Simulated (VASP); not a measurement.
# Si2Mo (I4/mmm) in VASP: single point with RPBE+D3(BJ)

Aim: the single point of Si2Mo with RPBE+D3(BJ).

Everything below comes from runs of VASP 6.6.1. Logs are shortened: lines on timing, memory, paths and dates and some standing lists are left out, and cuts for length are marked.

**1. The cell of the first run**

Symmetry: I4/mmm, No. 139, tetragonal system. Conventional cell: a = 3.200 Å, b = 3.200 Å, c = 7.861 Å, α = 90.00°, β = 90.00°, γ = 90.00°. Within 3.5 Å of Mo (site symmetry 4/mmm) lie 10 Si at 2.62 Å and 4 Mo at 3.20 Å. Within 3.4 Å of Si (site symmetry 4mm) lie 9 Si at 2.61 to 3.20 Å and 5 Mo at 2.62 Å.

**2. Single point, RPBE+D3(BJ), collinear spin**

Contents of POSCAR:

```
Si2Mo
1.0
   -1.6000000000      1.6000000000      3.9305000000
    1.6000000000     -1.6000000000      3.9305000000
    1.6000000000      1.6000000000     -3.9305000000
Mo Si
1 2
Direct
    0.0000000000      0.0000000000      0.0000000000
    0.6670000000      0.6670000000      0.0000000000
    0.3330000000      0.3330000000      0.0000000000
```

Contents of INCAR.step1:

```
ALGO     = Normal         # electronic algorithm
EDIFF    = 1E-7           # SCF threshold, eV
ENCUT    = 520            # plane-wave cutoff, eV
GGA      = RP             # functional
ISIF     = 2              # what is computed and relaxed
ISMEAR   = -1             # smearing method
ISPIN    = 2              # spin polarisation
IVDW     = 12             # dispersion correction
LASPH    = T              # aspherical terms in the spheres
LCHARG   = T              # write CHGCAR
LMAXMIX  = 4              # l up to which the mixer works
LREAL    = F              # projectors in reciprocal space
LWAVE    = F              # write WAVECAR
MAGMOM   = -0.77 0 0      # initial moments
NBANDS   = 22             # bands
NELM     = 150            # most SCF steps
PREC     = Accurate       # precision mode
SIGMA    = 0.01           # smearing width, eV
```

Contents of KPOINTS.step1:

```
k-points
0
Gamma
  12 12 12
```

Contents of INCAR.step2:

```
ALGO     = Normal         # electronic algorithm
EDIFF    = 1E-7           # SCF threshold, eV
ENCUT    = 520            # plane-wave cutoff, eV
GGA      = RP             # functional
ICHARG   = 11             # starting density
ISIF     = 2              # what is computed and relaxed
ISMEAR   = -5             # smearing method
ISPIN    = 2              # spin polarisation
IVDW     = 12             # dispersion correction
LASPH    = T              # aspherical terms in the spheres
LCHARG   = F              # write CHGCAR
LMAXMIX  = 4              # l up to which the mixer works
LORBIT   = 11             # projections on sites
LREAL    = F              # projectors in reciprocal space
LWAVE    = F              # write WAVECAR
MAGMOM   = -0.77 0 0      # initial moments
NBANDS   = 22             # bands
NEDOS    = 1001           # points of the DOS
NELM     = 150            # most SCF steps
PREC     = Accurate       # precision mode
SIGMA    = 0.01           # smearing width, eV
```

Contents of KPOINTS.step2:

```
k-points
0
Gamma
  18 18 18
```

Potentials or basis: VASP PAW PBE potentials, release 64 (Mo_sv, Si).

Launch:

```bash
> cat potpaw_PBE.64/Mo_sv/POTCAR potpaw_PBE.64/Si/POTCAR > POTCAR
> cp INCAR.step1 INCAR
> cp KPOINTS.step1 KPOINTS
> mpirun -np 1 vasp_std > vasp.out
> cp INCAR.step2 INCAR
> cp KPOINTS.step2 KPOINTS
> mpirun -np 1 vasp_std > vasp.out
```

OUTCAR:

```text
EDIFF = 1E-7
   ENCUT = 520
   GGA = RP
   ICHARG = 11
   ISIF = 2
   ISMEAR = -5
   ISPIN = 2
   IVDW = 12
   LASPH = T
   LORBIT = 11
   LREAL = F
   NELM = 150
   PREC = Accurate
 IVDW          = 12

 ion  position               nearest neighbor table
   1  0.000  0.000  0.000-   2 2.62   3 2.62   2 2.62   3 2.62   2 2.62   3 2.62   3 2.62   2 2.62
                             2 2.62   3 2.62
   2  0.667  0.667  0.000-   3 2.61   3 2.61   3 2.61   3 2.61   1 2.62   1 2.62   1 2.62   1 2.62
                             1 2.62   3 2.63
   3  0.333  0.333  0.000-   2 2.61   2 2.61   2 2.61   2 2.61   1 2.62   1 2.62   1 2.62   1 2.62
                             1 2.62   2 2.63

  LATTYP: Found a body centered tetragonal cell.
 ALAT       =     3.2000000000
 C/A-ratio  =     2.4565625000

  Lattice vectors:

 A1 = (  -1.6000000000,   1.6000000000,   3.9305000000)
 A2 = (   1.6000000000,  -1.6000000000,   3.9305000000)
 A3 = (   1.6000000000,   1.6000000000,  -3.9305000000)

Analysis of symmetry for initial positions (statically):
=====================================================================
 Subroutine PRICEL returns:
 Original cell was already a primitive cell.

 Routine SETGRP: Setting up the symmetry group for a
 body centered tetragonal supercell.

 Subroutine GETGRP returns: Found 16 space group operations
 (whereof 16 operations were pure point group operations)
 out of a pool of 16 trial point group operations.

The static configuration has the point symmetry D_4h.

Analysis of symmetry for dynamics (positions and initial velocities):
=====================================================================
 Subroutine PRICEL returns:
 Original cell was already a primitive cell.

 Routine SETGRP: Setting up the symmetry group for a
 body centered tetragonal supercell.

 Subroutine GETGRP returns: Found 16 space group operations
 (whereof 16 operations were pure point group operations)
 out of a pool of 16 trial point group operations.

The dynamic configuration has the point symmetry D_4h.

Analysis of structural, dynamic, and magnetic symmetry:
=====================================================================
 Subroutine PRICEL returns:
 Original cell was already a primitive cell.

 Routine SETGRP: Setting up the symmetry group for a
 body centered tetragonal supercell.

 Subroutine GETGRP returns: Found 16 space group operations
 (whereof 16 operations were pure point group operations)
 out of a pool of 16 trial point group operations.

The overall configuration has the point symmetry D_4h.

 Subroutine INISYM returns: Found 16 space group operations
 (whereof 16 operations are pure point group operations),
 and found     1 'primitive' translations

----------------------------------------------------------------------------------------

                                     Primitive cell

  volume of cell :      40.2483

  direct lattice vectors                    reciprocal lattice vectors
    -1.600000000  1.600000000  3.930500000     0.000000000  0.312500000  0.127210279
     1.600000000 -1.600000000  3.930500000     0.312500000  0.000000000  0.127210279
     1.600000000  1.600000000 -3.930500000     0.312500000  0.312500000  0.000000000

  length of vectors
     4.535287229  4.535287229  4.535287229     0.337399918  0.337399918  0.441941738

  position of ions in fractional coordinates (direct lattice)
     0.000000000  0.000000000  0.000000000
     0.667000000  0.667000000  0.000000000
     0.333000000  0.333000000  0.000000000

  ion indices of the primitive-cell ions
   primitive index   ion index
                 1           1
                 2           2
                 3           3

----------------------------------------------------------------------------------------

 KPOINTS: k-points

Automatic generation of k-mesh.
 Grid dimensions read from file:
 generate k-points for:   18   18   18

 Generating k-lattice:

  Cartesian coordinates                     Fractional coordinates (reciprocal lattice)
     0.000000000  0.017361111  0.007067238     0.055555556  0.000000000  0.000000000
     0.017361111  0.000000000  0.007067238     0.000000000  0.055555556  0.000000000
     0.017361111  0.017361111  0.000000000     0.000000000  0.000000000  0.055555556

  Length of vectors
     0.018744440  0.018744440  0.024552319

  Shift w.r.t. Gamma in fractional coordinates (k-lattice)
     0.000000000  0.000000000  0.000000000

 TETIRR: Found   7414 inequivalent tetrahedra from    34992

 Subroutine IBZKPT returns following result:
 ===========================================

 Found    480 irreducible k-points:

 Following reciprocal coordinates:
            Coordinates               Weight
  0.000000  0.000000  0.000000      1.000000
  0.055556  0.000000 -0.000000      8.000000
  0.111111  0.000000 -0.000000      8.000000
  0.166667  0.000000 -0.000000      8.000000
  0.222222  0.000000 -0.000000      8.000000
  0.277778  0.000000 -0.000000      8.000000
[... 16 lines left out ...]
 -0.277778  0.055556  0.000000     16.000000
 -0.222222  0.055556  0.000000     16.000000
 [... further k-points ...]
   k-points           NKPTS =    480   k-points in BZ     NKDIM =    480   number of bands    NBANDS=     22
   number of dos      NEDOS =   1001   number of ions     NIONS =      3
   total plane-waves  NPLWV =  46656
   dimension x,y,z NGX =    36 NGY =   36 NGZ =   36
   dimension x,y,z NGXF=    72 NGYF=   72 NGZF=   72
   ions per type =               1   2
   NGX,Y,Z   is equivalent  to a cutoff of  13.20, 13.20, 13.20 a.u.
   NGXF,Y,Z  is equivalent  to a cutoff of  26.39, 26.39, 26.39 a.u.
 SYSTEM =  unknown system
   PREC   = accura    normal or accurate (medium, high low for compatibility)
   ISTART =      0    job   : 0-new  1-cont  2-samecut
   ICHARG =     11    charge: 1-file 2-atom 10-const
   ISPIN  =      2    spin polarized calculation?
   LNONCOLLINEAR =      F non collinear calculations
   LSORBIT =      F    spin-orbit coupling
   LASPH  =      T    aspherical Exc in radial PAW
   ENCUT  =  520.0 eV  38.22 Ry    6.18 a.u.   8.43  8.43  8.43*2*pi/ulx,y,z
   NELM   =    150;   NELMIN=  2; NELMDL=  0     # of ELM steps
   EDIFF  = 0.1E-06   stopping-criterion for ELM
   LREAL  =      F    real-space projection
   EDIFFG = 0.1E-05   stopping-criterion for IOM
   NSW    =      0    number of steps for IOM
   IBRION =     -1    ionic relax: 0-MD 1-quasi-New 2-CG
   NFREE  =      0    steps in history (QN), initial steepest desc. (CG)
   ISIF   =      2    stress and relaxation
   ISYM   =      2    0-nonsym 1-usesym 2-fastsym
   POTIM  = 0.5000    time-step for ionic-motion
   TEBEG  =    0.0;   TEEND  =   0.0 temperature during run
   PSTRESS=    0.0 pullay stress
   NELECT =      22.0000    total number of electrons
   NUPDOWN=      -1.0000    fix difference up-down
   EMIN   =  10.00;   EMAX   =-10.00  energy-range for DOS
   EFERMI =   0.00;   METHOD = LEGACY
   ISMEAR =    -5;   SIGMA  =   0.01  broadening in eV -4-tet -1-fermi 0-gaus
   EFERMI_NEDOS =   21; number of points for ismear=-14 and -15
   IALGO  =     38    algorithm
   IMIX   =      4    mixing-type and parameters
     AMIX     =   0.40;   BMIX     =  1.00
     AMIX_MAG =   1.60;   BMIX_MAG =  1.00
  volume/ion in A,a.u.               =      13.42        90.54
  Fermi-wavevector in a.u.,A,eV,Ry     =   1.338546  2.529484 24.377614  1.791704
  Thomas-Fermi vector in A             =   2.467007
   LORBIT       =     11    0 simple, 1 ext, 2 COOP (PROOUT), +10 PAW based schemes
   GGA     = RP    functional components
   LHFCALC =     F    Hartree Fock is set to
   AEXX    =    0.0000 exact exchange contribution
   IVDW    =    12    specifies the selected vdW correction
   LEPSILON=     F    determine dielectric tensor
   LRPA    =     F    only Hartree local field effects (RPA)
 spin polarized calculation
 Fermi weights with tetrahedron method with Bloechl corrections
  energy-cutoff  :      520.00
  volume of cell :       40.25
 maximum number of plane-waves:      1112
 NGX is ok and might be reduce to    36

 number of electron      22.0000000 magnetization      -0.0000012

 Free energy of the ion-electron system (eV)
  ---------------------------------------------------
  ext. energy  EPLUGINS =         0.00000000
  ---------------------------------------------------
  free energy    TOTEN  =       -22.06274975 eV

  energy without entropy =      -22.06274975  energy(sigma->0) =      -22.06274975

 E-fermi :  12.3416     XC(G=0): -12.3961

 val. band max:       12.3808805347   @ k =  -0.3333  -0.3333   0.2778
 cond. band min:      12.3414559968   @ k =  -0.4444  -0.4444   0.2778
 fundamental gap:     -0.0394245379
 Fermi energy:        12.3415891147

 spin component 1

 k-point     1 :       0.0000    0.0000    0.0000
  band No.  band energies     occupation
      1     -48.3971      1.00000
      2     -22.5574      1.00000
      3     -22.4635      1.00000
      4     -22.4635      1.00000
      5      -1.1100      1.00000
      6       6.0036      1.00000
[... 574 lines left out ...]
      6       6.0402      1.00000
[... 14 lines left out ...]
     21      24.6147      0.00000
     22      25.5908      0.00000

 [... further k-points ...]

 spin component 2

 k-point     1 :       0.0000    0.0000    0.0000
  band No.  band energies     occupation
      1     -48.3971      1.00000
      2     -22.5574      1.00000
      3     -22.4635      1.00000
      4     -22.4635      1.00000
      5      -1.1100      1.00000
      6       6.0036      1.00000
[... 574 lines left out ...]
      6       6.0402      1.00000
[... 14 lines left out ...]
     21      24.6147      0.00000
     22      25.5908      0.00000

 [... further k-points ...]

------------------------ aborting loop because EDIFF is reached ----------------------------------------

 Edisp (eV)   -8.74205

 E8    (eV) :    -5.6772

  FORCE on cell =-STRESS in cart. coord.  units (eV):
  Direction    XX          YY          ZZ          XY          YZ          ZX
  --------------------------------------------------------------------------------------
  -------------------------------------------------------------------------------------
  Total      -8.41793    -8.41793    -7.76478     0.00000     0.00000    -0.00000
  in kB    -335.09495  -335.09495  -309.09498     0.00000     0.00000    -0.00000
  external pressure =     -326.43 kB  Pullay stress =        0.00 kB

 VOLUME and BASIS-vectors are now :
 -----------------------------------------------------------------------------
  energy-cutoff  :      520.00
  volume of cell :       40.25
      direct lattice vectors                 reciprocal lattice vectors
    -1.600000000  1.600000000  3.930500000     0.000000000  0.312500000  0.127210279
     1.600000000 -1.600000000  3.930500000     0.312500000  0.000000000  0.127210279
     1.600000000  1.600000000 -3.930500000     0.312500000  0.312500000  0.000000000

 POSITION                                       TOTAL-FORCE (eV/Angst)
 -----------------------------------------------------------------------------------
      0.00000      0.00000      0.00000         0.000000      0.000000      0.000000
      0.00000      0.00000      5.24329         0.000000      0.000000     -0.245615
      0.00000      0.00000      2.61771        -0.000000     -0.000000      0.245615
 -----------------------------------------------------------------------------------
    total drift:                                0.000000     -0.000000      0.000000

  FREE ENERGIE OF THE ION-ELECTRON SYSTEM (eV)
  ---------------------------------------------------
  free  energy   TOTEN  =       -30.8047994847 eV

  energy  without entropy=      -30.8047994847  energy(sigma->0) =      -30.80479948

 total charge

# of ion       s       p       d       tot
------------------------------------------
    1        2.282   6.208   4.173  12.663
    2        0.740   0.877   0.000   1.617
    3        0.740   0.877   0.000   1.617
--------------------------------------------------
tot          3.762   7.961   4.173  15.897

 magnetization (x)

# of ion       s       p       d       tot
------------------------------------------
    1        0.000   0.000   0.000   0.000
    2        0.000  -0.000   0.000   0.000
    3        0.000  -0.000   0.000   0.000
--------------------------------------------------
tot          0.000  -0.000   0.000   0.000
```

Wall time 18 min (1 thread of AMD EPYC 7R13 (Zen 3), shared host); peak memory 0.68 GiB.

What came out:

```yaml
Net_moment: 0.00 μB per cell
Valence_electrons_inside_the_program's_atomic_spheres: Mo 12.66; Si 1.62
Dispersion_energy_per_atom: -2.914 eV
```

Caveat: three body term missing; the dispersion term is far too large for a dense solid, which distorts pressure and volume; the PAW data sets were made with another functional, which shifts forces and pressure a little.
